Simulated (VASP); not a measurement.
Nb:

```xyz
2
Lattice="2.9600 0.0000 0.0000 -1.4800 2.5634 0.0000 0.0000 0.0000 4.8337" Properties=species:S:1:pos:R:3 pbc="T T T"
Nb    0.0000    1.7090    1.2084
Nb    1.4800    0.8545    3.6253
```

This isn't the form of Nb at room conditions, which is bcc.

| Property | Result |
| --- | --- |
| Program | VASP 6.6.1 |
| Task | relaxation of cell and atoms |
| Functional | LDA |
| Potentials or basis | VASP PAW LDA potentials, release 64 (Nb_sv) |
| Cutoff | 600 eV |
| k mesh | 9 × 9 × 5 |
| Occupations | fermi-dirac, width 0.1 eV |
| Spin | no spin polarisation |

At the start: pressure -6.5 GPa; volume 18.34 Å³/atom.

Question: How do energy, volume and symmetry change on relaxing?

Answer: Over 10 steps the energy falls by 87.6 meV/atom and the volume is 17.66 Å³/atom (-3.7 %); space group P6_3/mmc (No. 194, to 0.1 Å) before and after.

The path:
```csv
step,energy change (eV),largest force (eV/Å),pressure (GPa),volume (Å³)
1,0.0000,0.0000,-6.46,36.68
2,0.0004,0.0000,14.45,32.86
3,-0.0592,0.0000,3.08,34.70
4,-0.1470,0.0000,4.58,34.42
5,-0.1558,0.0000,5.89,34.25
6,-0.1104,0.0000,-8.33,37.28
7,-0.1741,0.0000,0.35,35.29
8,-0.1741,0.0000,0.47,35.26
9,-0.1752,0.0000,-0.08,35.35
10,-0.1752,0.0000,0.00,35.33
```

Final structure:
```
Nb
1.0
     2.79684    0.00000    0.00000
    -1.39842    2.42214    0.00000
     0.00000    0.00000    5.21526
Nb
2
Cartesian
  0.0000 1.6148 1.3038
  1.3984 0.8074 3.9114
```
